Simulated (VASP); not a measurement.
Write the native input for VASP 6.6.1 that does the following.

```
Task                   : electric field gradients
Functional             : PBE
Potentials or basis    : VASP PAW PBE potentials, release 64 (Cu, I)
Cutoff                 : 520 eV
k mesh                 : 12 × 12 × 12
Occupations            : fermi-dirac, width 0.05 eV
Spin                   : no spin polarisation
Dipole correction      : no
Further INCAR settings : ALGO = Normal; EDIFF = 1e-08; NBANDS = 16
```

The structure of CuI (zincblende type) lies in POSCAR:

```
CuI
1.0
    0.0000000000      3.0596463721      3.0596463721
    3.0596463721      0.0000000000      3.0596463721
    3.0596463721      3.0596463721      0.0000000000
Cu I
1 1
Direct
    0.0000000000      0.0000000000      0.0000000000
    0.2500000000      0.2500000000      0.2500000000
```

One way to write it, as run:

INCAR

```
  PREC = Accurate
  ENCUT = 520
  EDIFF = 1E-8
  ISMEAR = -1
  SIGMA = 0.05
  LREAL = False
  LASPH = True
  NELM = 100
  ALGO = Normal
  ISIF = 2
  LWAVE = False
  LCHARG = False
  GGA = PE
  LEFG = True
  NBANDS = 16
```

KPOINTS

```
regular mesh
0
Gamma
  12 12 12
```

Potentials or basis: VASP PAW PBE potentials, release 64 (Cu, I).

Launch:

```sh
$ cat potpaw_PBE.64/Cu/POTCAR potpaw_PBE.64/I/POTCAR > POTCAR
$ mpirun -np 1 vasp_std > vasp.out
```

It gave:

```
Pressure                                : -0.7 GPa
Band gap on the k mesh                  : 1.07 eV
Largest electric field gradient by atom : zero within the noise of the run
```

Caveat: spin-orbit coupling is left out, which moves the levels of the heavy elements.

It took 86 s on 1 thread of Intel Xeon 8259CL (shared host), peak memory 0.22 GiB.
